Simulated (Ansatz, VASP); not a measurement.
Two plane-wave programs on BN

```
B N
1.0
     2.49134    0.01383    0.00000
    -1.23369    2.15065    0.00000
     0.00000    0.00000    4.00106
B N
2 2
Direct
  0.00000 0.00000 0.00000
  0.00000 0.00000 0.50000
  0.33008 0.66669 0.25000
  0.66992 0.33331 0.75000
```

Change from the starting cell: shear_xy strain +1.1%.

Alike in both runs: task single point; functional PBE; k mesh 12 × 12 × 6; occupations fermi-dirac, width 0.02 eV; no spin polarisation.

|  | VASP | Ansatz |
| --- | --- | --- |
| version | VASP 6.6.1 | Ansatz 0.2.0 |
| potentials or method | VASP PAW PBE potentials, release 64 (B, N) | plane waves, PAW |
| plane-wave cutoff (eV) | 520 | 420 |
| valence electrons in the cell | 16 | 16 |

VASP gave:

* gap on the k mesh at the Fermi level (eV): 1.57
* pressure (GPa): 4.6
* traceless stress, the component that is largest in VASP (GPa): -1.52
* rms of the force components (eV/Å): 0.004

Question: What did Ansatz give for the same quantities?

Answer: gap on the k mesh at the Fermi level (eV): 1.57; pressure (GPa): 4.8; traceless stress, the component that is largest in VASP (GPa): -1.49; rms of the force components (eV/Å): 0.004.

Atom by atom the forces differ by 0.001 eV/Å (rms over components).
